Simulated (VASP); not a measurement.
# Ru (I4_1/amd) in VASP: notebook

Ru is run at these levels: PBEsol; tasks: single point.

Program: VASP 6.6.1. These are calculated values, not measurements. Logs are shortened: lines on timing, memory, paths and dates and some standing lists are left out, and cuts for length are marked.

## Step 1: The cell of the first run

It takes space group I4_1/amd (No. 141, tetragonal). The conventional cell has a = 4.223 Å, b = 4.223 Å, c = 2.277 Å, α = 90.00°, β = 90.00°, γ = 90.00°. Ru (site symmetry -4m2) has 10 Ru at 2.19 to 2.72 Å within 2.9 Å.

## Step 2: Single point, PBEsol

INCAR

```
PREC = Accurate ; ENCUT = 520
EDIFF = 1E-7 ; ISMEAR = -1
SIGMA = 0.05 ; LREAL = False
LASPH = True ; NELM = 100
ALGO = Normal ; ISIF = 2
LWAVE = False ; LCHARG = False
GGA = PS ; NBANDS = 21
```

KPOINTS

```
regular mesh
0
Gamma
  19 19 19
```

POSCAR

```
Ru
1.0
   -2.1114203531      2.1114203531      1.1383197301
    2.1114203531     -2.1114203531      1.1383197301
    2.1114203531      2.1114203531     -1.1383197301
Ru
2
Direct
   -0.3750000000     -0.1250000000     -0.2500000000
    0.3750000000      0.1250000000      0.2500000000
```

Potentials or basis: VASP PAW PBE potentials, release 64 (Ru_pv).

Run with:

```sh
$ cat potpaw_PBE.64/Ru_pv/POTCAR > POTCAR
$ mpirun -np 1 vasp_std > vasp.out
```

OUTCAR:

```text
PREC = Accurate
   ENCUT = 520
   EDIFF = 1E-7
   ISMEAR = -1
   LREAL = False
   LASPH = True
   NELM = 100
   ISIF = 2
   GGA = PS

 ion  position               nearest neighbor table
   1  0.625  0.875  0.750-   2 2.19   2 2.19   2 2.19   2 2.19   2 2.72   2 2.72   2 2.72   2 2.72

   2  0.375  0.125  0.250-   1 2.19   1 2.19   1 2.19   1 2.19   1 2.72   1 2.72   1 2.72   1 2.72

  LATTYP: Found a body centered tetragonal cell.
 ALAT       =     4.2228407062
 C/A-ratio  =     0.5391251100

  Lattice vectors:

 A1 = (  -2.1114203531,   2.1114203531,   1.1383197301)
 A2 = (   2.1114203531,  -2.1114203531,   1.1383197301)
 A3 = (   2.1114203531,   2.1114203531,  -1.1383197301)

Analysis of symmetry for initial positions (statically):
=====================================================================
 Subroutine PRICEL returns:
 Original cell was already a primitive cell.

 Routine SETGRP: Setting up the symmetry group for a
 body centered tetragonal supercell.

 Subroutine GETGRP returns: Found 16 space group operations
 (whereof  4 operations were pure point group operations)
 out of a pool of 16 trial point group operations.

The static configuration has the point symmetry C_2h.
 The point group associated with its full space group is D_4h.

Analysis of symmetry for dynamics (positions and initial velocities):
=====================================================================
 Subroutine PRICEL returns:
 Original cell was already a primitive cell.

 Routine SETGRP: Setting up the symmetry group for a
 body centered tetragonal supercell.

 Subroutine GETGRP returns: Found 16 space group operations
 (whereof  4 operations were pure point group operations)
 out of a pool of 16 trial point group operations.

The dynamic configuration has the point symmetry C_2h.
 The point group associated with its full space group is D_4h.

 Subroutine INISYM returns: Found 16 space group operations
 (whereof  4 operations are pure point group operations),
 and found     1 'primitive' translations

----------------------------------------------------------------------------------------

                                     Primitive cell

  volume of cell :      20.2990

  direct lattice vectors                    reciprocal lattice vectors
    -2.111420353  2.111420353  1.138319730     0.000000000  0.236807417  0.439243902
     2.111420353 -2.111420353  1.138319730     0.236807417  0.000000000  0.439243902
     2.111420353  2.111420353 -1.138319730     0.236807417  0.236807417  0.000000000

  length of vectors
     3.195616313  3.195616313  3.195616313     0.499011982  0.499011982  0.334896261

  position of ions in fractional coordinates (direct lattice)
     0.625000000  0.875000000  0.750000000
     0.375000000  0.125000000  0.250000000

  ion indices of the primitive-cell ions
   primitive index   ion index
                 1           1
                 2           2

----------------------------------------------------------------------------------------

 KPOINTS: regular mesh

Automatic generation of k-mesh.
 Grid dimensions read from file:
 generate k-points for:   19   19   19

 Generating k-lattice:

  Cartesian coordinates                     Fractional coordinates (reciprocal lattice)
     0.000000000  0.012463548  0.023118100     0.052631579 -0.000000000  0.000000000
     0.012463548  0.000000000  0.023118100    -0.000000000  0.052631579  0.000000000
     0.012463548  0.012463548  0.000000000     0.000000000  0.000000000  0.052631579

  Length of vectors
     0.026263789  0.026263789  0.017626119

  Shift w.r.t. Gamma in fractional coordinates (k-lattice)
     0.000000000  0.000000000  0.000000000

 Subroutine IBZKPT returns following result:
 ===========================================

 Found    550 irreducible k-points:

 Following reciprocal coordinates:
            Coordinates               Weight
  0.000000  0.000000  0.000000      1.000000
  0.052632  0.000000  0.000000      8.000000
  0.105263  0.000000  0.000000      8.000000
  0.157895  0.000000  0.000000      8.000000
  0.210526  0.000000  0.000000      8.000000
  0.263158  0.000000  0.000000      8.000000
[... 16 lines left out ...]
 -0.315789  0.052632  0.000000     16.000000
 -0.263158  0.052632  0.000000     16.000000
 [... further k-points ...]
   k-points           NKPTS =    550   k-points in BZ     NKDIM =    550   number of bands    NBANDS=     21
   number of dos      NEDOS =    301   number of ions     NIONS =      2
   total plane-waves  NPLWV =  13824
   dimension x,y,z NGX =    24 NGY =   24 NGZ =   24
   dimension x,y,z NGXF=    48 NGYF=   48 NGZF=   48
   ions per type =               2
   NGX,Y,Z   is equivalent  to a cutoff of  12.49, 12.49, 12.49 a.u.
   NGXF,Y,Z  is equivalent  to a cutoff of  24.97, 24.97, 24.97 a.u.
 SYSTEM =  unknown system
   PREC   = accura    normal or accurate (medium, high low for compatibility)
   ISTART =      0    job   : 0-new  1-cont  2-samecut
   ICHARG =      2    charge: 1-file 2-atom 10-const
   ISPIN  =      1    spin polarized calculation?
   LNONCOLLINEAR =      F non collinear calculations
   LSORBIT =      F    spin-orbit coupling
   LASPH  =      T    aspherical Exc in radial PAW
   ENCUT  =  520.0 eV  38.22 Ry    6.18 a.u.   5.94  5.94  5.94*2*pi/ulx,y,z
   NELM   =    100;   NELMIN=  2; NELMDL= -5     # of ELM steps
   EDIFF  = 0.1E-06   stopping-criterion for ELM
   LREAL  =      F    real-space projection
   EDIFFG = 0.1E-05   stopping-criterion for IOM
   NSW    =      0    number of steps for IOM
   IBRION =     -1    ionic relax: 0-MD 1-quasi-New 2-CG
   NFREE  =      0    steps in history (QN), initial steepest desc. (CG)
   ISIF   =      2    stress and relaxation
   ISYM   =      2    0-nonsym 1-usesym 2-fastsym
   POTIM  = 0.5000    time-step for ionic-motion
   TEBEG  =    0.0;   TEEND  =   0.0 temperature during run
   PSTRESS=    0.0 pullay stress
   NELECT =      28.0000    total number of electrons
   NUPDOWN=      -1.0000    fix difference up-down
   EMIN   =  10.00;   EMAX   =-10.00  energy-range for DOS
   EFERMI =   0.00;   METHOD = LEGACY
   ISMEAR =    -1;   SIGMA  =   0.05  broadening in eV -4-tet -1-fermi 0-gaus
   EFERMI_NEDOS =   21; number of points for ismear=-14 and -15
   IALGO  =     38    algorithm
   IMIX   =      4    mixing-type and parameters
     AMIX     =   0.40;   BMIX     =  1.00
     AMIX_MAG =   1.60;   BMIX_MAG =  1.00
  volume/ion in A,a.u.               =      10.15        68.49
  Fermi-wavevector in a.u.,A,eV,Ry     =   1.822369  3.443778 45.185333  3.321028
  Thomas-Fermi vector in A             =   2.878538
   LORBIT       =      0    0 simple, 1 ext, 2 COOP (PROOUT), +10 PAW based schemes
   GGA     = PS    functional components
   LHFCALC =     F    Hartree Fock is set to
   AEXX    =    0.0000 exact exchange contribution
   IVDW    =     0    specifies the selected vdW correction
   LEPSILON=     F    determine dielectric tensor
   LRPA    =     F    only Hartree local field effects (RPA)
 non-spin polarized calculation
  energy-cutoff  :      520.00
  volume of cell :       20.30
 maximum number of plane-waves:       558
   NGX = 11   NGY = 11   NGZ = 11

 number of electron      27.9999994 magnetization

 Free energy of the ion-electron system (eV)
  ---------------------------------------------------
  ext. energy  EPLUGINS =         0.00000000
  ---------------------------------------------------
  free energy    TOTEN  =       -13.26098597 eV

  energy without entropy =      -13.24192866  energy(sigma->0) =      -13.25145731

 E-fermi :  19.0461     XC(G=0): -16.0424

 val. band max:       19.0425382578   @ k =  -0.3684   0.4737   0.3684
 cond. band min:      19.0461483498   @ k =  -0.4211   0.4737   0.1053
 fundamental gap:      0.0036100921
 Fermi energy:        19.0461268415

 k-point     1 :       0.0000    0.0000    0.0000
  band No.  band energies     occupation
      1     -26.2276      2.00000
      2     -26.2276      2.00000
      3     -23.5317      2.00000
      4     -23.4961      2.00000
      5     -23.3744      2.00000
      6     -23.3744      2.00000
[... 13 lines left out ...]
     20      29.4307      0.00000
     21      29.4340      0.00000

 k-point     2 :       0.0526    0.0000    0.0000
  band No.  band energies     occupation
      1     -26.2208      2.00000
      2     -26.1978      2.00000
      3     -23.6172      2.00000
      4     -23.5753      2.00000
      5     -23.3801      2.00000
      6     -23.3696      2.00000
[... 13 lines left out ...]
     20      29.4310      0.00000
     21      29.4339      0.00000

 k-point     3 :       0.1053    0.0000    0.0000
  band No.  band energies     occupation
      1     -26.2008      2.00000
      2     -26.1120      2.00000
      3     -23.8453      2.00000
      4     -23.7939      2.00000
      5     -23.4196      2.00000
      6     -23.3559      2.00000
[... 13 lines left out ...]
     20      29.4337      0.00000
     21      29.5537      0.00000

 k-point     4 :       0.1579    0.0000    0.0000
  band No.  band energies     occupation
      1     -26.1694      2.00000
      2     -25.9821      2.00000
      3     -24.1932      2.00000
      4     -24.0982      2.00000
      5     -23.4978      2.00000
      6     -23.3349      2.00000
[... 13 lines left out ...]
     20      30.2981      0.00000
     21      30.9859      0.00000

 k-point     5 :       0.2105    0.0000    0.0000
  band No.  band energies     occupation
      1     -26.1296      2.00000
      2     -25.8333      2.00000
      3     -24.6131      2.00000
      4     -24.4388      2.00000
      5     -23.6042      2.00000
      6     -23.3093      2.00000
[... 13 lines left out ...]
     20      31.5785      0.00000
     21      32.2780      0.00000
[... 382 lines left out ...]
     20      30.6346      0.00000
     21      32.2324      0.00000

 k-point    22 :      -0.3684    0.0526    0.0000
  band No.  band energies     occupation
      1     -26.0637      2.00000
      2     -25.7462      2.00000
      3     -25.4284      2.00000
      4     -24.7424      2.00000
      5     -24.0289      2.00000
      6     -23.2573      2.00000
[... 13 lines left out ...]
     20      31.0880      0.00000
     21      32.6945      0.00000

 k-point    23 :      -0.3158    0.0526    0.0000
  band No.  band energies     occupation
      1     -26.1007      2.00000
      2     -25.6235      2.00000
      3     -25.0911      2.00000
      4     -24.6719      2.00000
      5     -23.8800      2.00000
      6     -23.2822      2.00000
[... 13 lines left out ...]
     20      31.2174      0.00000
     21      33.0505      0.00000

 k-point    24 :      -0.2632    0.0526    0.0000
  band No.  band energies     occupation
      1     -26.1416      2.00000
      2     -25.7092      2.00000
      3     -24.6772      2.00000
      4     -24.4103      2.00000
      5     -23.7303      2.00000
      6     -23.3097      2.00000
[... 13 lines left out ...]
     20      30.7110      0.00000
     21      32.6510      0.00000

 [... further k-points ...]
[... 5 lines left out ...]
  --------------------------------------------------------------------------------------
  -------------------------------------------------------------------------------------
  Total       31.0547280     31.0547280     30.8386676     -0.0000000      0.0000000      0.0000000
  in kB     2451.1204337   2451.1204337   2434.0669888     -0.0000000      0.0000000      0.0000000
  external PRESSURE =    2445.4359520 kB  Pullay stress =       0.0000000 kB

 VOLUME and BASIS-vectors are now :
 -----------------------------------------------------------------------------
  energy-cutoff  :      520.00
  volume of cell :       20.30
      direct lattice vectors                 reciprocal lattice vectors
    -2.111420353  2.111420353  1.138319730     0.000000000  0.236807417  0.439243902
     2.111420353 -2.111420353  1.138319730     0.236807417  0.000000000  0.439243902
     2.111420353  2.111420353 -1.138319730     0.236807417  0.236807417  0.000000000

 POSITION                                       TOTAL-FORCE (eV/Angst)
 -----------------------------------------------------------------------------------
      2.11142      1.05571      0.85374         0.000000     -0.000000      0.000000
     -0.00000      1.05571      0.28458        -0.000000      0.000000     -0.000000
 -----------------------------------------------------------------------------------
    total drift:                               -0.000000      0.000000      0.000000

  FREE ENERGIE OF THE ION-ELECTRON SYSTEM (eV)
  ---------------------------------------------------
  free  energy   TOTEN  =       -13.2609859666 eV

  energy  without entropy=      -13.2419286623  energy(sigma->0) =      -13.25145731
```

Wall time 98 s (1 thread of Intel Xeon 6975P-C, shared host); peak memory 0.29 GiB.

What came out:

```yaml
Free_energy: -13.2610 eV
Pressure: 244.5 GPa
Band_gap_on_the_k_mesh: zero (band 14 reaches 20.58 eV, above the bottom of band 15 at 17.70 eV)
```

Caveat: the PAW data sets were made with another functional, which shifts forces and pressure a little.

## Step 3: Single point, PBEsol

INCAR

```
SYSTEM = Ru
PREC     = Accurate       ! precision mode
ENCUT    = 520            ! plane-wave cutoff, eV
EDIFF    = 1E-7           ! SCF threshold, eV
ISMEAR   = -1             ! smearing method
SIGMA    = 0.05           ! smearing width, eV
LREAL    = .FALSE.        ! projectors in reciprocal space
LASPH    = .TRUE.         ! aspherical terms in the spheres
NELM     = 60             ! most SCF steps
ALGO     = Normal         ! electronic algorithm
ISIF     = 2              ! what is computed and relaxed
LWAVE    = .FALSE.        ! write WAVECAR
LCHARG   = .FALSE.        ! write CHGCAR
GGA      = PS             ! functional
NBANDS   = 21             ! bands
```

KPOINTS

```
regular mesh
0
G
  19 19 19
  0 0 0
```

POSCAR

```
Ru
1.0
   -2.1115474566      2.1115474566      1.1383887685
    2.1115474566     -2.1115474566      1.1383887685
    2.1115474566      2.1115474566     -1.1383887685
Ru
2
Direct
   -0.3750000000     -0.1250000000     -0.2500000000
    0.3750000000      0.1250000000      0.2500000000
```

Potentials or basis: VASP PAW PBE potentials, release 64 (Ru_pv).

Run with:

```sh
$ cat potpaw_PBE.64/Ru_pv/POTCAR > POTCAR
$ mpirun -np 1 vasp_std > vasp.out
```

Run time: 97 s. Hardware: 1 thread of Intel Xeon 6975P-C, shared host; peak memory 0.29 GiB.

Results (log left out):

| Property | Result |
| --- | --- |
| Free energy | -13.2666 eV |
| Pressure | 244.3 GPa |
| Band gap on the k mesh | zero (band 14 reaches 20.58 eV, above the bottom of band 15 at 17.69 eV) |

Stress tensor (GPa, compression positive):
```
244.89   0.00   0.00
  0.00 244.89   0.00
  0.00   0.00 243.20
```

Levels at points of the mesh, in eV from the Fermi level:
```
           k point  band 11  band 12  band 13  band 14  band 15  band 16  band 17  band 18
(0.00, 0.00, 0.00)    -6.57    -0.65    -0.65    -0.54    -0.54     3.39     5.61     8.84
```

Caveat: the PAW data sets were made with another functional, which shifts forces and pressure a little.
